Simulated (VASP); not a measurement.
CsSnI3:

```
Cs Sn I
1.0
     6.28317    0.00000    0.00000
     0.00000    6.28317    0.00000
     0.00000    0.00000    6.28317
Cs Sn I
1 1 3
Direct
  0.00000 0.00000 0.00000
  0.50000 0.50000 0.50000
  0.00000 0.50000 0.50000
  0.50000 0.00000 0.50000
  0.50000 0.50000 0.00000
```

* Program: VASP 6.6.1
* Task: relaxation of cell and atoms
* Functional: LDA
* Potentials or basis: VASP PAW LDA potentials, release 64 (Cs_sv, Sn_d, I)
* Cutoff: 600 eV
* k mesh: 6 × 6 × 6
* Occupations: gaussian, width 0.02 eV
* Spin: no spin polarisation

At the start: pressure -1.9 GPa; volume 49.61 Å³/atom.

Q: How do energy, volume and symmetry change on relaxing?

A: Over 4 steps the energy falls by 36.8 meV/atom and the volume is 44.01 Å³/atom (-11.3 %); space group Pm-3m (No. 221, to 0.1 Å) before and after.

Step by step:
```
step  energy change (eV)  largest force (eV/Å)  pressure (GPa)  volume (Å³)
   1              0.0000                0.0000           -1.91       248.05
   2             -0.1694                0.0000           -0.61       227.40
   3             -0.1841                0.0000           -0.07       220.86
   4             -0.1842                0.0000            0.00       220.03
```

Final structure:
```cif
data_structure
_symmetry_space_group_name_H-M 'P 1'
_symmetry_Int_Tables_number 1
_cell_length_a 6.0371
_cell_length_b 6.0371
_cell_length_c 6.0371
_cell_angle_alpha 90.000
_cell_angle_beta 90.000
_cell_angle_gamma 90.000
_cell_volume 220.03
loop_
_atom_site_label
_atom_site_type_symbol
_atom_site_fract_x
_atom_site_fract_y
_atom_site_fract_z
_atom_site_occupancy
Cs1 Cs 0.00000 0.00000 0.00000 1
Sn1 Sn 0.50000 0.50000 0.50000 1
I1 I 0.00000 0.50000 0.50000 1
I2 I 0.50000 0.00000 0.50000 1
I3 I 0.50000 0.50000 0.00000 1
```
